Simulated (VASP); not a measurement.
Input of a VASP 6.6.1 run:

INCAR

```
SYSTEM = Mg2C
PREC = Accurate
ENCUT = 520
EDIFF = 1E-6
ISMEAR = 0
SIGMA = 0.1
LREAL = .False.
LASPH = .True.
NELM = 60
ALGO = Normal
ISIF = 2
LWAVE = .False.
LCHARG = .True.
GGA = PE
LELF = .True.
LVHAR = .True.
NBANDS = 11
```

Contents of KPOINTS:

```
Automatic mesh
0
Gamma
  14 14 10
  0 0 0
```

The input POSCAR:

```
Mg2C
1.0
    3.3160758653      0.0000000000      0.0000000000
    0.0000000000      3.3160758653      0.0000000000
    0.0000000000      0.0000000000      4.2919555284
Mg C
2 1
Direct
    0.0000000000      0.0000000000      0.0000000000
    0.5000000000      0.5000000000      0.5000000000
    0.0000000000      0.0000000000      0.5000000000
```

Potentials or basis: VASP PAW PBE potentials, release 64 (Mg, C).

The run is started by

```console
$ cat potpaw_PBE.64/Mg/POTCAR potpaw_PBE.64/C/POTCAR > POTCAR
$ mpirun -np 1 vasp_std > vasp.out
```

Task: What does it give for the pressure?

Result: -0.2 GPa.

Task: Predict the band gap on the k mesh.

Result: Zero (bands 4 and 5 overlap by 1.46 eV).

Stress tensor (GPa, compression positive):
```
-0.20  0.00  0.00
 0.00 -0.20  0.00
 0.00  0.00 -0.08
```

Caveat: the cell differs from its parent crystal (atoms taken out).
